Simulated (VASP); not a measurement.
# HfO2 (R3m) in VASP: single point with PBEsol

Aim: the single point of HfO2 with PBEsol.

All numbers are computed with VASP 6.6.1; they aren't measurements. Logs are shortened: lines on timing, memory, paths and dates and some standing lists are left out, and cuts for length are marked.

## Step 1: The cell of the first run

The structure is trigonal, space group R3m (No. 160). The conventional cell has a = 7.082 Å, b = 7.082 Å, c = 8.993 Å, α = 90.00°, β = 90.00°, γ = 120.00°. Within 2.7 Å of Hf (site symmetry 3m) lie 8 O at 2.02 to 2.60 Å. Within 2.8 Å of Hf (site symmetry m) lie 8 O at 2.09 to 2.30 Å. Within 2.8 Å of O (site symmetry 3m) lie 4 Hf at 2.09 to 2.60 Å and 6 O at 2.52 to 2.60 Å. Within 2.7 Å of O (site symmetry m) lie 4 Hf at 2.02 to 2.30 Å and 6 O at 2.52 to 2.60 Å. Within 2.8 Å of O (site symmetry m) lie 4 Hf at 2.13 to 2.38 Å and 6 O at 2.52 to 2.60 Å. O (site symmetry 3m) has 4 Hf at 2.02 to 2.24 Å and 6 O at 2.54 to 2.57 Å within 2.7 Å.

## Step 2: Single point, PBEsol

INCAR reads:

```
SYSTEM = HfO2
  PREC = Accurate
  ENCUT = 520
  EDIFF = 1E-7
  ISMEAR = 0
  SIGMA = 0.01
  LREAL = .False.
  LASPH = .True.
  NELM = 80
  ALGO = Normal
  ISIF = 2
  LWAVE = .False.
  LCHARG = .False.
  GGA = PS
  NBANDS = 56
```

KPOINTS reads:

```
regular mesh
0
Gamma
  4 4 4
  0 0 0
```

POSCAR reads:

```
HfO2
1.0
    5.0692522205      0.0615707906      0.0615707906
    0.0615707906      5.0692522205      0.0615707906
    0.0615707906      0.0615707906      5.0692522205
Hf O
4 8
Direct
   -0.0120137361     -0.0120137361     -0.0120137361
    0.9984310829      0.4962525003      0.4962525003
    0.4962525003      0.9984310829      0.4962525003
    0.4962525003      0.4962525003      0.9984310829
    0.2774025771      0.2774025771      0.2774025771
    0.2262852607      0.2262852607      0.7718554615
    0.2262852607      0.7718554615      0.2262852607
    0.2686904659      0.7182497300      0.7182497300
    0.7718554615      0.2262852607      0.2262852607
    0.7182497300      0.2686904659      0.7182497300
    0.7182497300      0.7182497300      0.2686904659
    0.7634623668      0.7634623668      0.7634623668
```

Potentials or basis: VASP PAW PBE potentials, release 64 (Hf_pv, O).

Run with:

```sh
$ cat potpaw_PBE.64/Hf_pv/POTCAR potpaw_PBE.64/O/POTCAR > POTCAR
$ mpirun -np 1 vasp_std > vasp.out
```

OUTCAR:

```text
SYSTEM = HfO2
   PREC = Accurate
   ENCUT = 520
   EDIFF = 1E-7
   ISMEAR = 0
   LREAL = .False.
   LASPH = .True.
   NELM = 80
   ISIF = 2
   GGA = PS

 ion  position               nearest neighbor table
   1  0.988  0.988  0.988-   6 2.02   7 2.02   9 2.02  12 2.02  10 2.38  11 2.38   8 2.38   5 2.60
                             2 3.54   4 3.54   2 3.54   3 3.54   3 3.54   4 3.54   4 3.57   2 3.57
   2  0.998  0.496  0.496-   5 2.09  10 2.13  11 2.13   8 2.15  12 2.24   6 2.25   7 2.25   9 2.30
                             3 3.53   4 3.53   1 3.54   1 3.54   3 3.56   4 3.56   1 3.57   4 3.63
   3  0.496  0.998  0.496-   5 2.09   8 2.13  11 2.13  10 2.15  12 2.24   9 2.25   6 2.25   7 2.30
                             2 3.53   4 3.53   1 3.54   1 3.54   4 3.56   2 3.56   1 3.57   2 3.63
   4  0.496  0.496  0.998-   5 2.09   8 2.13  10 2.13  11 2.15  12 2.24   9 2.25   7 2.25   6 2.30
                             2 3.53   3 3.53   1 3.54   1 3.54   2 3.56   3 3.56   1 3.57   2 3.63
   5  0.277  0.277  0.277-   2 2.09   3 2.09   4 2.09   1 2.60
   6  0.226  0.226  0.772-   1 2.02   2 2.25   3 2.25   4 2.30
   7  0.226  0.772  0.226-   1 2.02   4 2.25   2 2.25   3 2.30
   8  0.269  0.718  0.718-   3 2.13   4 2.13   2 2.15   1 2.38
   9  0.772  0.226  0.226-   1 2.02   4 2.25   3 2.25   2 2.30
  10  0.718  0.269  0.718-   2 2.13   4 2.13   3 2.15   1 2.38
  11  0.718  0.718  0.269-   2 2.13   3 2.13   4 2.15   1 2.38
  12  0.763  0.763  0.763-   1 2.02   2 2.24   3 2.24   4 2.24

  LATTYP: Found a trigonal (rhomboedric) cell.
 ALAT       =     5.0700000000
 COS(alpha) =     0.0244321782

  Lattice vectors:

 A1 = (   5.0692522205,   0.0615707906,   0.0615707906)
 A2 = (   0.0615707906,   5.0692522205,   0.0615707906)
 A3 = (   0.0615707906,   0.0615707906,   5.0692522205)

Analysis of symmetry for initial positions (statically):
=====================================================================
 Subroutine PRICEL returns:
 Original cell was already a primitive cell.

 Routine SETGRP: Setting up the symmetry group for a
 trigonal (rhombohedral) supercell.

 Subroutine GETGRP returns: Found  6 space group operations
 (whereof  6 operations were pure point group operations)
 out of a pool of 12 trial point group operations.

The static configuration has the point symmetry C_3v.

Analysis of symmetry for dynamics (positions and initial velocities):
=====================================================================
 Subroutine PRICEL returns:
 Original cell was already a primitive cell.

 Routine SETGRP: Setting up the symmetry group for a
 trigonal (rhombohedral) supercell.

 Subroutine GETGRP returns: Found  6 space group operations
 (whereof  6 operations were pure point group operations)
 out of a pool of 12 trial point group operations.

The dynamic configuration has the point symmetry C_3v.

 Subroutine INISYM returns: Found  6 space group operations
 (whereof  6 operations are pure point group operations),
 and found     1 'primitive' translations

----------------------------------------------------------------------------------------

                                     Primitive cell

  volume of cell :     130.2090

  direct lattice vectors                    reciprocal lattice vectors
     5.069252221  0.061570791  0.061570791     0.197325276 -0.002367938 -0.002367938
     0.061570791  5.069252221  0.061570791    -0.002367938  0.197325276 -0.002367938
     0.061570791  0.061570791  5.069252221    -0.002367938 -0.002367938  0.197325276

  length of vectors
     5.070000000  5.070000000  5.070000000     0.197353689  0.197353689  0.197353689

  position of ions in fractional coordinates (direct lattice)
     0.987986264  0.987986264  0.987986264
     0.998431083  0.496252500  0.496252500
     0.496252500  0.998431083  0.496252500
     0.496252500  0.496252500  0.998431083
     0.277402577  0.277402577  0.277402577
     0.226285261  0.226285261  0.771855462
     0.226285261  0.771855462  0.226285261
     0.268690466  0.718249730  0.718249730
     0.771855462  0.226285261  0.226285261
     0.718249730  0.268690466  0.718249730
     0.718249730  0.718249730  0.268690466
[... 28 lines left out ...]
     0.049331319 -0.000591985 -0.000591985     0.250000000 -0.000000000 -0.000000000
    -0.000591985  0.049331319 -0.000591985    -0.000000000  0.250000000 -0.000000000
    -0.000591985 -0.000591985  0.049331319    -0.000000000 -0.000000000  0.250000000

  Length of vectors
     0.049338422  0.049338422  0.049338422

  Shift w.r.t. Gamma in fractional coordinates (k-lattice)
     0.000000000  0.000000000  0.000000000

 Subroutine IBZKPT returns following result:
 ===========================================

 Found     13 irreducible k-points:

 Following reciprocal coordinates:
            Coordinates               Weight
  0.000000  0.000000  0.000000      1.000000
  0.250000  0.000000  0.000000      6.000000
  0.500000  0.000000  0.000000      3.000000
  0.250000  0.250000  0.000000      6.000000
  0.500000  0.250000  0.000000     12.000000
 -0.250000  0.250000  0.000000      6.000000
  0.500000  0.500000  0.000000      3.000000
  0.250000  0.250000  0.250000      2.000000
  0.500000  0.250000  0.250000      6.000000
 -0.250000  0.250000  0.250000      6.000000
  0.500000  0.500000  0.250000      6.000000
 -0.250000  0.500000  0.250000      6.000000
  0.500000  0.500000  0.500000      1.000000
   k-points           NKPTS =     13   k-points in BZ     NKDIM =     13   number of bands    NBANDS=     56
   number of dos      NEDOS =    301   number of ions     NIONS =     12
   total plane-waves  NPLWV =  64000
   dimension x,y,z NGX =    40 NGY =   40 NGZ =   40
   dimension x,y,z NGXF=    80 NGYF=   80 NGZF=   80
   ions per type =               4   8
   NGX,Y,Z   is equivalent  to a cutoff of  13.12, 13.12, 13.12 a.u.
   NGXF,Y,Z  is equivalent  to a cutoff of  26.23, 26.23, 26.23 a.u.
 SYSTEM =  HfO2
   PREC   = accura    normal or accurate (medium, high low for compatibility)
   ISTART =      0    job   : 0-new  1-cont  2-samecut
   ICHARG =      2    charge: 1-file 2-atom 10-const
   ISPIN  =      1    spin polarized calculation?
   LNONCOLLINEAR =      F non collinear calculations
   LSORBIT =      F    spin-orbit coupling
   LASPH  =      T    aspherical Exc in radial PAW
   ENCUT  =  520.0 eV  38.22 Ry    6.18 a.u.   9.43  9.43  9.43*2*pi/ulx,y,z
   NELM   =     80;   NELMIN=  2; NELMDL= -5     # of ELM steps
   EDIFF  = 0.1E-06   stopping-criterion for ELM
   LREAL  =      F    real-space projection
   EDIFFG = 0.1E-05   stopping-criterion for IOM
   NSW    =      0    number of steps for IOM
   IBRION =     -1    ionic relax: 0-MD 1-quasi-New 2-CG
   NFREE  =      0    steps in history (QN), initial steepest desc. (CG)
   ISIF   =      2    stress and relaxation
   ISYM   =      2    0-nonsym 1-usesym 2-fastsym
   POTIM  = 0.5000    time-step for ionic-motion
   TEBEG  =    0.0;   TEEND  =   0.0 temperature during run
   PSTRESS=    0.0 pullay stress
   NELECT =      88.0000    total number of electrons
   NUPDOWN=      -1.0000    fix difference up-down
   EMIN   =  10.00;   EMAX   =-10.00  energy-range for DOS
   EFERMI =   0.00;   METHOD = LEGACY
   ISMEAR =     0;   SIGMA  =   0.01  broadening in eV -4-tet -1-fermi 0-gaus
   EFERMI_NEDOS =   21; number of points for ismear=-14 and -15
   IALGO  =     38    algorithm
   IMIX   =      4    mixing-type and parameters
     AMIX     =   0.40;   BMIX     =  1.00
     AMIX_MAG =   1.60;   BMIX_MAG =  1.00
  volume/ion in A,a.u.               =      10.85        73.22
  Fermi-wavevector in a.u.,A,eV,Ry     =   1.436665  2.714902 28.082495  2.064005
  Thomas-Fermi vector in A             =   2.555828
   LORBIT       =      0    0 simple, 1 ext, 2 COOP (PROOUT), +10 PAW based schemes
   GGA     = PS    functional components
   LHFCALC =     F    Hartree Fock is set to
   AEXX    =    0.0000 exact exchange contribution
   IVDW    =     0    specifies the selected vdW correction
   LEPSILON=     F    determine dielectric tensor
   LRPA    =     F    only Hartree local field effects (RPA)
 non-spin polarized calculation
 Gauss-broadening in eV      SIGMA  =   0.01
  energy-cutoff  :      520.00
  volume of cell :      130.21
 maximum number of plane-waves:      3533
 NGX is ok and might be reduce to    40
   NGX = 19   NGY = 19   NGZ = 19

 number of electron      88.0000005 magnetization

 Free energy of the ion-electron system (eV)
  ---------------------------------------------------
  ext. energy  EPLUGINS =         0.00000000
  ---------------------------------------------------
  free energy    TOTEN  =      -126.68578928 eV

  energy without entropy =     -126.68578928  energy(sigma->0) =     -126.68578928

 E-fermi :   3.5619     XC(G=0): -12.1028

 val. band max:        3.5093422753   @ k =   0.5000   0.0000   0.0000
 cond. band min:       7.7972201776   @ k =   0.0000   0.0000   0.0000
 fundamental gap:      4.2878779022
 Fermi energy:         3.5618793148

 k-point     1 :       0.0000    0.0000    0.0000
  band No.  band energies     occupation
      1     -25.9671      2.00000
      2     -25.9088      2.00000
      3     -25.9088      2.00000
      4     -25.6518      2.00000
      5     -25.6518      2.00000
      6     -25.6260      2.00000
[... 756 lines left out ...]
     55      11.0875      0.00000
     56      11.1899      0.00000

------------------------ aborting loop because EDIFF is reached ----------------------------------------

  FORCE on cell =-STRESS in cart. coord.  units (eV):
  Direction    XX          YY          ZZ          XY          YZ          ZX
  --------------------------------------------------------------------------------------
  -------------------------------------------------------------------------------------
  Total       -2.6380936     -2.6380936     -2.6380936     -0.8575801     -0.8575801     -0.8575801
  in kB      -32.4608415    -32.4608415    -32.4608415    -10.5522302    -10.5522302    -10.5522302
  external PRESSURE =     -32.4608415 kB  Pullay stress =       0.0000000 kB

 VOLUME and BASIS-vectors are now :
 -----------------------------------------------------------------------------
  energy-cutoff  :      520.00
  volume of cell :      130.21
      direct lattice vectors                 reciprocal lattice vectors
     5.069252221  0.061570791  0.061570791     0.197325276 -0.002367938 -0.002367938
     0.061570791  5.069252221  0.061570791    -0.002367938  0.197325276 -0.002367938
     0.061570791  0.061570791  5.069252221    -0.002367938 -0.002367938  0.197325276

 POSITION                                       TOTAL-FORCE (eV/Angst)
 -----------------------------------------------------------------------------------
      5.13001      5.13001      5.13001        -0.001816     -0.001816     -0.001816
      5.12241      2.60766      2.60766         0.005953      0.001218      0.001218
      2.60766      5.12241      2.60766         0.001218      0.005953      0.001218
      2.60766      2.60766      5.12241         0.001218      0.001218      0.005953
      1.44038      1.44038      1.44038         0.026441      0.026441      0.026441
      1.20855      1.20855      3.94060        -0.016735     -0.016735     -0.011280
      1.20855      3.94060      1.20855        -0.016735     -0.011280     -0.016735
      1.45051      3.70176      3.70176         0.007591      0.002500      0.002500
      3.94060      1.20855      1.20855        -0.011280     -0.016735     -0.016735
      3.70176      1.45051      3.70176         0.002500      0.007591      0.002500
      3.70176      3.70176      1.45051         0.002500      0.002500      0.007591
      3.96420      3.96420      3.96420        -0.000854     -0.000854     -0.000854
 -----------------------------------------------------------------------------------
    total drift:                               -0.000552     -0.000552     -0.000554

  FREE ENERGIE OF THE ION-ELECTRON SYSTEM (eV)
  ---------------------------------------------------
  free  energy   TOTEN  =      -126.6857892813 eV

  energy  without entropy=     -126.6857892813  energy(sigma->0) =     -126.68578928
```

It took 3.6 min on 1 thread of AMD EPYC 7R13, shared host; peak memory 0.24 GiB.

Results:

| Quantity | Value |
| --- | --- |
| Free energy | -126.6858 eV |
| Pressure | -3.2 GPa |
| Largest force | 0.046 eV/Å |
| Band gap on the k mesh | 4.29 eV (least direct gap 4.30 eV) |

Forces in eV/Å, atoms in the order of the input:
```
Hf  -0.002 -0.002 -0.002
Hf   0.006  0.001  0.001
Hf   0.001  0.006  0.001
Hf   0.001  0.001  0.006
O    0.026  0.026  0.026
O   -0.017 -0.017 -0.011
O   -0.017 -0.011 -0.017
O    0.008  0.003  0.003
O   -0.011 -0.017 -0.017
O    0.003  0.008  0.003
O    0.003  0.003  0.008
O   -0.001 -0.001 -0.001
```

Levels at points of the mesh, in eV from the valence-band top:
```
           k point  band 42  band 43  band 44  band 45  band 46  band 47
(0.00, 0.00, 0.00)    -0.10    -0.10    -0.01     4.29     4.29     5.18
(0.50, 0.00, 0.00)    -0.05    -0.03     0.00     4.95     5.07     5.40
(0.50, 0.50, 0.00)    -0.31    -0.28    -0.21     4.69     4.83     5.24
(0.50, 0.50, 0.50)    -1.11    -1.03    -1.03     4.93     4.93     5.21
```

Caveat: the cell stands under tension; the PAW data sets were made with another functional, which shifts forces and pressure a little; spin-orbit coupling is left out, which moves the levels of the heavy elements. A k mesh can miss the band edges.
